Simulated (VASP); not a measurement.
A run of VASP 6.6.1 is set up as follows.

File INCAR:

```
  PREC = Accurate
  ENCUT = 400
  EDIFF = 1E-6
  ISMEAR = -1
  SIGMA = 0.05
  LREAL = Auto
  LASPH = True
  NELM = 120
  ALGO = Normal
  ISIF = 2
  LWAVE = False
  LCHARG = False
  GGA = PE
  ISYM = -1
  NBANDS = 140
  GGA_COMPAT = False
```

The input KPOINTS:

```
explicit points
1
Reciprocal
  0.25000000   0.25000000   0.25000000 1
```

The input POSCAR:

```
Ti19Al5
1.0
    7.7665530000     -0.1286440000      0.2320170000
   -0.1286440000      7.6697090000      0.0303640000
    0.2320170000      0.0303640000      7.4366650000
Ti Al
19 5
Direct
    0.8685421782      0.4106080769      0.2577156220
    0.4231166470      0.1245813073      0.4238257281
    0.7597134924      0.9031315199      0.8580765530
    0.4036581781      0.2456653855      0.7483923313
    0.1002964624      0.7829286341      0.2112615898
    0.1158057120      0.1508149271      0.3014789239
    0.5512243699      0.2895753733      0.0918805552
    0.2164469135      0.4146539685      0.0437136920
    0.8900056236      0.2806155931      0.8839725809
    0.8688132463      0.7694761261      0.4656053734
    0.2560047688      0.7792464997      0.5502432207
    0.5529488064      0.8478532104      0.6162609533
    0.0955568952      0.0301207739      0.9514309961
    0.4715043363      0.8031826652      0.2450562369
    0.7994992907      0.0148115683      0.1818392834
    0.0675191359      0.4227306247      0.5514113679
    0.7339972391      0.1904695754      0.5605033633
    0.3871663199      0.6142856413      0.8675244431
    0.7500142873      0.6232553208      0.1040671337
    0.4994276431      0.4950194542      0.4096037035
    0.0326709098      0.6714783865      0.8471246216
    0.0421148643      0.0589534852      0.6217806734
    0.7144421490      0.5263629630      0.7267468403
    0.4253266285      0.9766940865      0.9619382683
```

Potentials or basis: VASP PAW PBE potentials, release 64 (Ti_sv, Al).

Run with:

```bash
$ cat potpaw_PBE.64/Ti_sv/POTCAR potpaw_PBE.64/Al/POTCAR > POTCAR
$ mpirun -np 1 vasp_std > vasp.out
```

(1) Estimate the band gap on the k mesh.

(2) Predict the pressure.

Answers

(1) zero (an odd number of electrons rules out a gap without spin polarisation).

(2) -4.5 GPa.

Caveat: the atoms stand as in a frame of molecular dynamics.
